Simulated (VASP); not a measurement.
Cu: relaxation of cell and atoms with PBEsol-based global hybrid with 25 % exact exchange

Crystal: Cu.

```
Cu
1.0
     0.00000    1.80750    1.80750
     1.80750    0.00000    1.80750
     1.80750    1.80750    0.00000
Cu
1
Direct
  0.00000 0.00000 0.00000
```

- Program: VASP 6.6.1
- Task: relaxation of cell and atoms
- Functional: PBEsol-based global hybrid with 25 % exact exchange
- Potentials or basis: VASP PAW PBE potentials, release 64 (Cu)
- Cutoff: 600 eV
- k mesh: 7 × 7 × 7
- Occupations: fermi-dirac, width 0.05 eV
- Spin: no spin polarisation
- Dipole correction: no
- Grid for exact exchange (PRECFOCK): Normal
- Share of exact exchange: 0.25
- Further INCAR settings: ALGO = Normal; EDIFF = 1e-07; IBRION = 2; EDIFFG = -0.01; NSW = 60; ISIF = 3

The relaxed volume is 11.48 Å³/atom, the relaxed cell is a = 2.532 Å, b = 2.532 Å, c = 2.532 Å, α = 60.00°, β = 60.00°, γ = 60.00° and the space group after relaxing (to 0.1 Å) is Fm-3m (No. 225). The energy gained by relaxing is 4.3 meV/atom. The ionic steps are 3, the pressure after relaxing is -0.1 GPa and the band gap on the k mesh is zero (an odd number of electrons rules out a gap without spin polarisation).

The path:
| step | energy change (eV) | largest force (eV/Å) | pressure (GPa) | volume (Å³) |
| --- | --- | --- | --- | --- |
| 1 | 0.0000 | 0.0000 | -4.10 | 11.81 |
| 2 | -0.0030 | 0.0000 | 2.40 | 11.30 |
| 3 | -0.0043 | 0.0000 | -0.12 | 11.48 |

Final structure:
```yaml
crystal:
  lattice:
    - [0.00000, 1.79040, 1.79040]
    - [1.79040, 0.00000, 1.79040]
    - [1.79040, 1.79040, 0.00000]
  atoms:
    - { symbol: Cu, position: [0.00000, 0.00000, 0.00000] }
```

Levels at points of the mesh, in eV from the Fermi level:
```csv
k point,band 4,band 5,band 6,band 7,band 8,band 9
"(0.00, 0.00, 0.00)",-5.35,-4.48,-4.48,24.06,27.25,27.25
```

Run time: 80 min on 1 thread of AMD EPYC 7R43 64-Core Processor (Zen 3) (shared host), peak memory 0.1 GiB.

Caveat: the k points lie up to 0.43 Å⁻¹ apart in the final cell, too coarse for converged energies and pressures of a metal; the PAW data sets were made with another functional, which shifts forces and pressure a little.
